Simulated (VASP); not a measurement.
Here is a VASP 6.6.1 calculation.

Contents of POSCAR:

```
Ag
1.0
    0.0000000000      2.0533155000      2.0431000000
    2.0431000000      0.0000000000      2.0431000000
    2.0431000000      2.0533155000      0.0000000000
Ag
1
Direct
    0.0000000000      0.0000000000      0.0000000000
```

File INCAR.step1:

```
SYSTEM = Ag
  PREC = Accurate
  ENCUT = 520
  ISMEAR = 0
  SIGMA = 0.15
  LREAL = .False.
  LASPH = .True.
  NELM = 60
  NBANDS = 12
  GGA = PE
  ALGO = Normal
  EDIFF = 1E-4
  LWAVE = .True.
  LCHARG = .False.
```

The input INCAR.step2:

```
SYSTEM = Ag
  PREC = Accurate
  ENCUT = 520
  EDIFF = 1E-7
  ISMEAR = 0
  SIGMA = 0.15
  LREAL = .False.
  LASPH = .True.
  NELM = 60
  ALGO = Normal
  ISIF = 2
  LWAVE = .False.
  LCHARG = .False.
  METAGGA = R2SCAN
  LMIXTAU = .True.
  NBANDS = 12
  ISTART = 1
```

The input KPOINTS:

```
regular mesh
0
Gamma
  20 20 20
  0 0 0
```

Potentials or basis: VASP PAW PBE potentials, release 64 (Ag).

Command:

```sh
$ cat potpaw_PBE.64/Ag/POTCAR > POTCAR
$ cp INCAR.step1 INCAR
$ mpirun -np 1 vasp_std > vasp.out
$ cp INCAR.step2 INCAR
$ mpirun -np 1 vasp_std > vasp.out
```

Q: Predict the band gap on the k mesh.

A: Zero (an odd number of electrons rules out a gap without spin polarisation).

Q: Predict the pressure.

A: 1.0 GPa.

Stress tensor (GPa, compression positive):
```
1.07 0.00 0.00
0.00 0.88 0.00
0.00 0.00 1.07
```

Caveat: the cell differs from its parent crystal (strain +0.0050 x Voigt [0, 1, 0, 0, 0, 0]); the PAW data sets were made with another functional, which shifts forces and pressure a little.
